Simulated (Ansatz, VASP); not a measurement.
## One calculation of TaSi2, two programs

```xyz
9
Lattice="4.7614 0.0000 0.0000 -2.3807 4.1235 0.0000 0.0000 0.0000 6.5581" Properties=species:S:1:pos:R:3 pbc="T T T"
Ta    2.3807    0.0000    0.0000
Ta    1.1903    2.0617    4.3721
Ta   -1.1903    2.0617    2.1860
Si    0.0000    1.3134    0.0000
Si    3.6239    0.6567    4.3721
Si    1.2432    3.4667    2.1860
Si    2.3807    2.8100    0.0000
Si   -1.2432    3.4667    4.3721
Si    1.1375    0.6567    2.1860
```

Alike in both runs: task single point; functional PBEsol; k mesh 9 × 9 × 6; occupations gaussian, width 0.15 eV; no spin polarisation.

|  | VASP | Ansatz |
| --- | --- | --- |
| version | VASP 6.6.1 | Ansatz 0.2.0 |
| potentials or method | VASP PAW PBE potentials, release 64 (Ta_pv, Si), cutoff 520 eV | scalar-relativistic, plane waves, PAW |
| valence electrons in the cell | 57 | 63 |

Ansatz gave:

- gap on the k mesh at the Fermi level (eV): none
- pressure (GPa): 0.0
- traceless stress, the component that is largest in VASP (GPa): 0.03
- rms of the force components (eV/Å): 0.004

Q: Estimate VASP's values.

A: gap on the k mesh at the Fermi level (eV): none; pressure (GPa): 0.2; traceless stress, the component that is largest in VASP (GPa): 0.09; rms of the force components (eV/Å): 0.002.

VASP's potentials were made for PBE, not for PBEsol, and Ansatz warns of the same on its side. Atom by atom the forces differ by 0.001 eV/Å (rms over components). A gap of «none» marks a metal or a gap that the smearing closes. VASP's potentials hold 57 valence electrons a cell and Ansatz's 63, so a difference there can come from the potentials and not from the codes.

Neither program's run includes spin-orbit coupling.
